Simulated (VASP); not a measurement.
Input of a VASP 6.6.1 run:

Contents of INCAR:

```
PREC = Accurate
ENCUT = 520
EDIFF = 1E-7
ISMEAR = 0
SIGMA = 0.1
LREAL = F
LASPH = T
NELM = 60
ALGO = Normal
ISIF = 2
LWAVE = F
LCHARG = T
GGA = PE
LELF = T
LVHAR = T
NBANDS = 17
```

Contents of KPOINTS:

```
Automatic mesh
0
Gamma
  16 16 16
```

Contents of POSCAR:

```
TiSi2
1.0
   -1.4728720000      1.7121300000      4.2120830000
    1.4728720000     -1.7121300000      4.2120830000
    1.4728720000      1.7121300000     -4.2120830000
Ti Si
1 2
Direct
    0.0000000000      0.0000000000      0.0000000000
    0.3430635255      0.3299220000      0.0131415255
    0.6700780000      0.6700780000      0.0000000000
```

Potentials or basis: VASP PAW PBE potentials, release 64 (Ti_sv, Si).

The run is started by

```bash
$ cat potpaw_PBE.64/Ti_sv/POTCAR potpaw_PBE.64/Si/POTCAR > POTCAR
$ mpirun -np 1 vasp_std > vasp.out
```

(1) What does it give for the band gap on the k mesh?

(2) Estimate the pressure.

Answers

(1) zero (band 10 reaches 11.38 eV, above the bottom of band 11 at 8.92 eV).

(2) 0.3 GPa.

Caveat: the cell differs from its parent crystal (one atom moved).
